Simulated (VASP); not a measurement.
SnSe2:

```xyz
6
Lattice="6.5777 0.0000 0.0000 0.0000 6.5777 0.0000 0.0000 0.0000 4.0126" Properties=species:S:1:pos:R:3 pbc="T T T"
Sn    0.0000    0.0000    0.0000
Sn    3.2888    3.2888    2.0063
Se    2.0194    2.0194    0.0000
Se    1.2695    5.3082    2.0063
Se    5.3082    1.2695    2.0063
Se    4.5583    4.5583    0.0000
```

```yaml
Program: VASP 6.6.1
Task: relaxation of cell and atoms
Functional: LDA
Potentials_or_basis: VASP PAW LDA potentials, release 64 (Sn_d, Se)
Cutoff: 600 eV
k_mesh: 4 × 4 × 6
Occupations: fermi-dirac, width 0.02 eV
Spin: no spin polarisation
```

At the start: pressure -3.7 GPa; volume 28.93 Å³/atom.

How do energy, volume and symmetry change on relaxing?

Over 9 steps the energy falls by 26.5 meV/atom and the volume is 26.73 Å³/atom (-7.6 %); space group P4_2/mnm (No. 136, to 0.1 Å) before and after.

The path:
```
step  energy change (eV)  largest force (eV/Å)  pressure (GPa)  volume (Å³)
   1              0.0000                0.0830           -3.69       173.61
   2             -0.1098                0.3451            2.02       157.39
   3             -0.1410                0.1932           -0.06       162.25
   4             -0.1502                0.1228           -0.04       161.60
   5             -0.1580                0.0327            0.10       160.17
   6             -0.1580                0.0233            0.08       160.26
   7             -0.1585                0.0196           -0.09       160.66
   8             -0.1585                0.0194           -0.10       160.69
   9             -0.1587                0.0049            0.01       160.38
```

Final structure:
```yaml
crystal:
  lattice:
    - [6.35518, 0.00000, 0.00000]
    - [0.00000, 6.35518, 0.00000]
    - [0.00000, 0.00000, 3.97097]
  atoms:
    - { symbol: Sn, position: [0.00000, 0.00000, 0.00000] }
    - { symbol: Sn, position: [0.50000, 0.50000, 0.50000] }
    - { symbol: Se, position: [0.30474, 0.30474, 0.00000] }
    - { symbol: Se, position: [0.19526, 0.80474, 0.50000] }
    - { symbol: Se, position: [0.80474, 0.19526, 0.50000] }
    - { symbol: Se, position: [0.69526, 0.69526, 0.00000] }
```

Caveat: the structure was generated, so it needn't be the stable form of SnSe2.
